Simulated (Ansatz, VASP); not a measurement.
## One calculation of H3C2, two programs

```
H C
1.0
     3.44384   -3.21424    0.08205
     3.44384    3.21424    0.08205
    -0.66138    0.00000    4.19367
H C
6 4
Cartesian
  1.4103 0.0000 2.2517
  4.8160 0.0000 2.1061
  2.3046 0.8890 0.9979
  3.9217 0.8890 3.3599
  3.9217 -0.8890 3.3599
  2.3046 -0.8890 0.9979
  0.4954 0.0000 0.3516
  5.7309 0.0000 4.0061
  1.6854 0.0000 1.1880
  4.5409 0.0000 3.1697
```

Alike in both runs: functional PBE; dispersion D3(BJ); k mesh 6 × 6 × 6; occupations gaussian, width 0.02 eV; no spin polarisation.

Ansatz relaxed the structure, and its values are those at the end. VASP's run is a single point on that final structure, the one shown.

```csv
,VASP,Ansatz
version,VASP 6.6.1,Ansatz 0.2.0
potentials or method,"VASP PAW PBE potentials, release 64 (H, C), cutoff 520 eV","scalar-relativistic, plane waves, PAW"
valence electrons in the cell,22,22
```

Ansatz gave:

| Quantity | Value |
| --- | --- |
| gap on the k mesh at the Fermi level (eV) | 4.66 |
| least direct gap on the mesh (eV) | 5.01 |
| pressure (GPa) | 0.0 |
| rms of the force components (eV/Å) | 0.001 |

**Question.** Estimate VASP's values.

**Answer.** gap on the k mesh at the Fermi level (eV): 4.67; least direct gap on the mesh (eV): 5.01; pressure (GPa): 0.0; rms of the force components (eV/Å): 0.020.
